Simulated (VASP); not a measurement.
# H11C2NO4 in VASP: a series of runs, part 2 of 2

VASP 6.6.1. Earlier steps stand in the parts before.

### Step 3. Single point, PBE+D3(BJ)

INCAR

```
SYSTEM = H11C2NO4
  PREC = Accurate
  ENCUT = 1000
  EDIFF = 1E-6
  ISMEAR = -1
  SIGMA = 0.02
  LREAL = Auto
  LASPH = .True.
  NELM = 120
  ALGO = Normal
  ISIF = 2
  LWAVE = .False.
  LCHARG = .False.
  GGA = PE
  IVDW = 12
  NBANDS = 39
  GGA_COMPAT = .False.
```

KPOINTS

```
Automatic mesh
0
Gamma
  1 1 1
  0 0 0
```

POSCAR

```
H11C2NO4
1.0
    5.9154820000      0.0000000000      0.0000000000
    0.0000000000      5.9154820000      0.0000000000
    0.0000000000      0.0000000000      5.9154820000
O H C N
4 11 2 1
Direct
    0.6814688683      0.4236983431      0.8923393842
    0.0677036314      0.9851571786      0.8630709865
    0.6668616805      0.2520717047      0.3696156526
    0.0651293169      0.3746381843      0.1459837584
    0.5853089695      0.3897688428      1.0218929396
    0.6423113134      0.5785659569      0.8456168184
    0.1285597555      0.8333955955      0.8812847035
   -0.0916858560      0.9594587103      0.8240288913
    0.8243832758      0.2925147841      0.3315430143
    0.6531089154      0.2821458099      0.5308971796
   -0.0614445284      0.4156792706      0.0422351159
    0.1148201270      0.2324851915      0.0756602871
    0.2704321295      0.6526508468      0.3303146328
    0.2102016332      0.9485938289      0.3626892695
    0.4481533348      0.8610981824      0.1982221999
    0.3453146426      0.8219109793      0.3489765246
    0.4862050368      0.8340199352      0.5463593067
    0.6004018539      0.8424862553      0.7059759351
```

Potentials or basis: VASP PAW PBE potentials, release 64 (O_h, H_h, C_h, N_h).

The run is started by

```sh
$ cat potpaw_PBE.64/O_h/POTCAR potpaw_PBE.64/H_h/POTCAR potpaw_PBE.64/C_h/POTCAR potpaw_PBE.64/N_h/POTCAR > POTCAR
$ mpirun -np 1 vasp_gam > vasp.out
```

OUTCAR:

```text
SYSTEM = H11C2NO4
   PREC = Accurate
   ENCUT = 1000
   EDIFF = 1E-6
   ISMEAR = -1
   LREAL = Auto
   LASPH = .True.
   NELM = 120
   ISIF = 2
   GGA = PE
   IVDW = 12
 IVDW          = 12

 ion  position               nearest neighbor table
   1  0.681  0.424  0.892-   5 0.98   6 0.98
   2  0.068  0.985  0.863-   7 0.97   8 0.98
   3  0.667  0.252  0.370-  10 0.97   9 0.99
   4  0.065  0.375  0.146-  12 0.98  11 1.00
   5  0.585  0.390  0.022-   1 0.98
[... 261 lines left out ...]
  -------------------------------------------------------------------------------------
  Total      -0.72306    -0.00942    -1.09133    -0.42113    -0.77956     0.01824
  in kB      -5.59646    -0.07291    -8.44687    -3.25955    -6.03381     0.14114
  external pressure =       -4.71 kB  Pullay stress =        0.00 kB

 VOLUME and BASIS-vectors are now :
 -----------------------------------------------------------------------------
  energy-cutoff  :     1000.00
  volume of cell :      207.00
      direct lattice vectors                 reciprocal lattice vectors
     5.915482000  0.000000000  0.000000000     0.169047932  0.000000000  0.000000000
     0.000000000  5.915482000  0.000000000     0.000000000  0.169047932  0.000000000
     0.000000000  0.000000000  5.915482000     0.000000000  0.000000000  0.169047932

 POSITION                                       TOTAL-FORCE (eV/Angst)
 -----------------------------------------------------------------------------------
      4.03122      2.50638      5.27862        -0.016948      0.007668      0.004063
      0.40050      5.82768      5.10548        -0.096127     -0.227643     -0.045712
      3.94481      1.49113      2.18645         0.087029      0.091221      0.079978
      0.38527      2.21617      0.86356        -0.063276     -0.029722     -0.213205
      3.46238      2.30567      0.12951         0.011264     -0.035114      0.016724
      3.79958      3.42250      5.00223         0.024906     -0.011613      0.001045
[... 10 lines left out ...]
      2.87614      4.93363      3.23198        -0.049770     -0.017112     -0.031556
      3.55167      4.98371      4.17619        -0.012367      0.048904      0.006642
 -----------------------------------------------------------------------------------
    total drift:                               -0.000464     -0.001197      0.002028

  FREE ENERGIE OF THE ION-ELECTRON SYSTEM (eV)
  ---------------------------------------------------
  free  energy   TOTEN  =       -96.2374207212 eV

  energy  without entropy=      -96.2374207212  energy(sigma->0) =      -96.23742072
```

stdout:

```text
POSCAR found type information on POSCAR O H C N
 POSCAR found :  4 types and      18 ions
 scaLAPACK will be used
 LDA part: xc-table for (Slater+PW92), standard interpolation
 POSCAR, INCAR and KPOINTS ok, starting setup
 FFT: planning ... GRIDC
 FFT: planning ... GRID_SOFT
 FFT: planning ... GRID
 WAVECAR not read
 entering main loop
```

It took 73 s on 1 thread of Intel Xeon 6975P-C (Granite Rapids), shared host; peak memory 0.52 GiB.

Results:

```yaml
Free_energy: -96.2374 eV
Pressure: -0.5 GPa
Largest_force: 0.251 eV/Å
Dispersion_energy_per_atom: -0.037 eV
```

Forces on the atoms (eV/Å):
```
O   -0.017  0.008  0.004
O   -0.096 -0.228 -0.046
O    0.087  0.091  0.080
O   -0.063 -0.030 -0.213
H    0.011 -0.035  0.017
H    0.025 -0.012  0.001
H   -0.026  0.146  0.018
H    0.104  0.059  0.063
H   -0.073 -0.079 -0.008
H    0.017 -0.016 -0.055
H    0.140 -0.006  0.144
H   -0.070  0.044  0.022
H    0.022  0.005 -0.007
H   -0.005  0.018 -0.010
H   -0.013  0.000  0.002
C    0.019  0.001  0.013
C   -0.050 -0.017 -0.032
N   -0.012  0.049  0.007
```

Levels at points of the mesh, in eV from the Fermi level:
```csv
k point,band 21,band 22,band 23,band 24,band 25,band 26,band 27,band 28
"(0.00, 0.00, 0.00)",-1.34,-1.27,-0.82,-0.56,4.35,5.26,5.49,7.44
```

Caveat: the k points lie up to 1.06 Å⁻¹ apart, too coarse for converged energies, forces and pressures.
